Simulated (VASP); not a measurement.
The system is PbS.

```
CELL_PARAMETERS angstrom
2.05694 -3.56583 0.00000
2.05694 3.56583 0.00000
0.00000 0.00000 7.55994
ATOMIC_POSITIONS crystal
Pb 0.00103 0.99897 0.48673
Pb 0.99897 0.00103 0.98673
S 0.66715 0.33285 0.69247
S 0.33285 0.66715 0.19247
```

| Property | Result |
| --- | --- |
| Program | VASP 6.6.1 |
| Task | relaxation of cell and atoms |
| Functional | BLYP |
| Dispersion | D3(BJ) |
| Potentials or basis | VASP PAW PBE potentials, release 64 (Pb_d, S) |
| Cutoff | 500 eV |
| k mesh | 5 × 5 × 3 |
| Occupations | gaussian, width 0.01 eV |
| Spin | no spin polarisation |

At the start: pressure -0.2 GPa; volume 27.72 Å³/atom.

Problem. Where does the relaxation end?

Solution. Over 9 steps the energy falls by 3.9 meV/atom and the volume is 27.04 Å³/atom (-2.5 %); space group P6_3mc (No. 186, to 0.05 Å).

The path:
```csv
step,energy change (eV),largest force (eV/Å),pressure (GPa),volume (Å³)
1,0.0000,0.1185,-0.21,110.90
2,-0.0031,0.1110,-0.06,110.31
3,-0.0078,0.0911,0.44,108.55
4,-0.0100,0.0663,0.25,108.74
5,-0.0123,0.0083,-0.30,109.31
6,-0.0138,0.0057,-0.23,108.98
7,-0.0156,0.0047,0.03,108.05
8,-0.0156,0.0046,0.02,108.08
9,-0.0157,0.0041,0.00,108.15
```

Final structure:
```xyz
4
Lattice="2.0486 -3.5527 0.0000 2.0486 3.5527 0.0000 0.0000 0.0000 7.4297" Properties=species:S:1:pos:R:3 pbc="T T T"
Pb    2.0486    3.5496    3.5443
Pb    2.0486   -3.5496    7.2591
S     2.0486   -1.1870    5.2168
S     2.0486    1.1870    1.5020
```

Caveat: the PAW data sets were made with another functional, which shifts forces and pressure a little.
